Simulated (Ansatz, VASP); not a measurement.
**Ca in VASP and in Ansatz**

```xyz
1
Lattice="0.0000 2.7844 2.7844 2.7844 0.0000 2.7844 2.7844 2.7844 0.0000" Properties=species:S:1:pos:R:3 pbc="T T T"
Ca    0.0000    0.0000    0.0000
```

Alike in both runs: functional r2SCAN; k mesh 12 × 12 × 12; occupations methfessel-paxton of order 1, width 0.001 eV; no spin polarisation.

Ansatz relaxed the structure, and its values are those at the end. VASP's run is a single point on that final structure, the one shown.

```csv
,VASP,Ansatz
version,VASP 6.6.1,Ansatz 0.2.0
potentials or method,"VASP PAW PBE potentials, release 64 (Ca_sv)","PAW with Ansatz's default frozen-core files, scalar-relativistic"
plane-wave cutoff (eV),520,500
valence electrons in the cell,10,10
```

```csv
,VASP,Ansatz,Ansatz less VASP
pressure (GPa),0.0,0.0,-0.05
```

VASP's potentials were made for PBE, not for r2SCAN.
